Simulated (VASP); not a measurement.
A run of VASP 6.6.1:

Contents of INCAR:

```
PREC = Accurate
ENCUT = 520
EDIFF = 1E-6
ISMEAR = 0
SIGMA = 0.15
LREAL = F
LASPH = T
NELM = 100
ALGO = Fast
ISIF = 2
LWAVE = F
LCHARG = F
GGA = PE
NBANDS = 26
```

The input KPOINTS:

```
regular mesh
0
Gamma
  12 12 12
```

File POSCAR:

```
Al2Cu
1.0
   -3.0261888817      3.0261888817      2.4416174502
    3.0261888817     -3.0261888817      2.4416174502
    3.0261888817      3.0261888817     -2.4416174502
Al Cu
4 2
Direct
    0.1280529845      0.6893893839      0.8174423684
    0.6280529845      0.8106106161      0.4386636005
    0.8719470155      0.3106106161      0.1825576316
    0.3719470155      0.1893893839      0.5613363995
    0.7500000000      0.7500000000      0.0000000000
    0.2500000000      0.2500000000      0.0000000000
```

Potentials or basis: VASP PAW PBE potentials, release 64 (Al, Cu).

Command:

```bash
$ cat potpaw_PBE.64/Al/POTCAR potpaw_PBE.64/Cu/POTCAR > POTCAR
$ mpirun -np 1 vasp_std > vasp.out
```

Hardware: 1 thread of AMD EPYC 9755 128-Core Processor, with other jobs on the host.

Task: Estimate the wall time of this run.

Result: It took 22 min on 1 thread of AMD EPYC 9755 128-Core Processor (shared host), peak memory 0.61 GiB. Counts: scf iterations 17, k points 280.
